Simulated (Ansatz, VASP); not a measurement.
**One calculation of ScH, two programs**

```
Sc H
1.0
     3.19507    0.00000    0.00000
    -1.59753    2.76701    0.00000
     0.00000    0.00000   33.13084
Sc H
2 2
Cartesian
  0.0000 1.8447 7.6910
  1.5975 0.9223 10.3090
  0.0000 0.0000 6.6992
  0.0000 0.0000 11.3008
```

Alike in both runs: functional PBE; dispersion D3(BJ); k mesh 18 × 18 × 1; occupations gaussian, width 0.1 eV; collinear spin.

Ansatz relaxed the structure, and its values are those at the end. VASP's run is a single point on that final structure, the one shown.

|  | VASP | Ansatz |
| --- | --- | --- |
| version | VASP 6.6.1 | Ansatz 0.2.0 |
| potentials or method | VASP PAW PBE potentials, release 64 (Sc_sv, H), cutoff 520 eV | scalar-relativistic, plane waves, PAW |
| valence electrons in the cell | 24 | 24 |

|  | VASP | Ansatz | Ansatz less VASP |
| --- | --- | --- | --- |
| gap on the k mesh at the Fermi level (eV) | none | none | - |
| rms of the force components (eV/Å) | 0.005 | 0.000 | -0.0045 |
| net moment per atom (μB) | 0.37 | 0.37 | 0.000 |
| size of the moment on the site where the two differ most (μB) | 0.44 | 0.26 | -0.187 |

Site moments also hang on the region over which each program counts them. A gap of «none» marks a metal or a gap that the smearing closes. Ansatz's warnings: xc potential rough in thin density.
